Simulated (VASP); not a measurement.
Set up this calculation in VASP 6.6.1, as the native input.

```
Task                               : single point
Functional                         : PBE-based screened hybrid
Potentials or basis                : VASP PAW PBE potentials, release 64 (W_sv, C)
Cutoff                             : 520 eV
k mesh                             : 6 × 6 × 5
Occupations                        : fermi-dirac, width 0.05 eV
Spin                               : no spin polarisation
Dipole correction                  : no
Grid for exact exchange (PRECFOCK) : Normal
Share of exact exchange            : 0.1
Further INCAR settings             : ALGO = Normal; EDIFF = 1e-06; NBANDS = 16
Screening parameter                : 0.20787 1/Å
```

The system is WC (Qusongite).

```
W C
1.0
     2.90650    0.00000    0.00000
    -1.45325    2.51710    0.00000
     0.00000    0.00000    2.83660
W C
1 1
Cartesian
  0.0000 0.0000 0.0000
  1.4533 0.8390 1.4183
```

These files were run (other wordings do the same):

POSCAR

```
WC
1.0
    2.9065000000      0.0000000000      0.0000000000
   -1.4532500000      2.5171028361      0.0000000000
    0.0000000000      0.0000000000      2.8366000000
W C
1 1
Direct
    0.0000000000      0.0000000000      0.0000000000
    0.6666666667      0.3333333333      0.5000000000
```

INCAR.step1

```
ALGO = Normal
EDIFF = 1E-5
ENCUT = 520
GGA = PE
ISIF = 2
ISMEAR = -1
LASPH = True
LCHARG = False
LREAL = False
LWAVE = True
NBANDS = 16
NELM = 60
PREC = Accurate
SIGMA = 0.05
```

INCAR.step2

```
AEXX = 0.1
ALGO = Normal
EDIFF = 1E-6
ENCUT = 520
GGA = PE
HFSCREEN = 0.2078699
ISIF = 2
ISMEAR = -1
ISTART = 1
LASPH = True
LCHARG = False
LHFCALC = True
LREAL = False
LWAVE = False
NBANDS = 16
NELM = 60
PREC = Accurate
PRECFOCK = Normal
SIGMA = 0.05
```

KPOINTS

```
k-points
0
Gamma
  6 6 5
```

Potentials or basis: VASP PAW PBE potentials, release 64 (W_sv, C).

Command:

```sh
$ cat potpaw_PBE.64/W_sv/POTCAR potpaw_PBE.64/C/POTCAR > POTCAR
$ cp INCAR.step1 INCAR
$ mpirun -np 1 vasp_std > vasp.out
$ cp INCAR.step2 INCAR
$ mpirun -np 1 vasp_std > vasp.out
```

Results of the run:

```
Pressure               : 2.8 GPa
Band gap on the k mesh : zero (band 9 reaches 11.75 eV, above the bottom of band 10 at 10.58 eV)
```

Caveat: the k points lie up to 0.44 Å⁻¹ apart; the PAW data sets were made with another functional, which shifts forces and pressure a little; spin-orbit coupling is left out, which moves the levels of the heavy elements.

It took 34 min on 1 thread of AMD EPYC 7R43 64-Core Processor (Zen 3) (shared host), peak memory 0.22 GiB.
